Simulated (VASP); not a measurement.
Here is a VASP 6.6.1 calculation.

The input INCAR:

```
SYSTEM = SiS2
PREC = Accurate
ENCUT = 500
EDIFF = 1E-7
ISMEAR = 0
SIGMA = 0.02
LREAL = .FALSE.
LASPH = .TRUE.
NELM = 120
ALGO = Normal
ISIF = 3
LWAVE = .FALSE.
LCHARG = .FALSE.
GGA = PE
IBRION = 2
NSW = 70
EDIFFG = -0.008
PSTRESS = 200.0
GGA_COMPAT = .FALSE.
NELMIN = 4
```

Contents of KPOINTS:

```
regular mesh
0
G
  8 8 8
  0 0 0
```

File POSCAR:

```
SiS2
1.0
   -2.5200312359      3.9360957542      2.6178469565
    2.5200312359     -3.9360957542      2.6178469565
    2.5200312359      3.9360957542     -2.6178469565
Si S
2 4
Direct
    0.7500000000      0.7500000000      0.0000000000
    0.2500000000      0.2500000000      0.0000000000
    0.8686276411      0.7596535900      0.6282812311
    0.1313723589      0.2403464100      0.3717187689
    0.6313723589      0.2596535900      0.8910259489
    0.3686276411      0.7403464100      0.1089740511
```

Potentials or basis: VASP PAW PBE potentials, release 64 (Si, S).

Run with:

```bash
$ cat potpaw_PBE.64/Si/POTCAR potpaw_PBE.64/S/POTCAR > POTCAR
$ mpirun -np 1 vasp_std > vasp.out
```

**Question.** What does it give for the band gap on the k mesh?

**Answer.** 1.48 eV.

**Question.** Predict the space group after relaxing (to 0.1 Å).

**Answer.** Ibam (No. 72).

**Question.** Predict the relaxed volume.

**Answer.** 16.41 Å³/atom.

Final structure:
```
Si S
1.0
    -2.52983    3.69864    2.63111
     2.52983   -3.69864    2.63111
     2.52983    3.69864   -2.63111
Si S
2 4
Cartesian
  0.0000 0.0000 3.9467
  0.0000 0.0000 1.3156
  1.2490 2.6901 2.6311
  1.2808 1.0086 0.0000
  1.2490 4.7072 0.0000
  1.2808 -1.0086 2.6311
```

Caveat: the cell is relaxed towards a set pressure, so the run minimises the enthalpy, not the energy. A k mesh can miss the band edges.
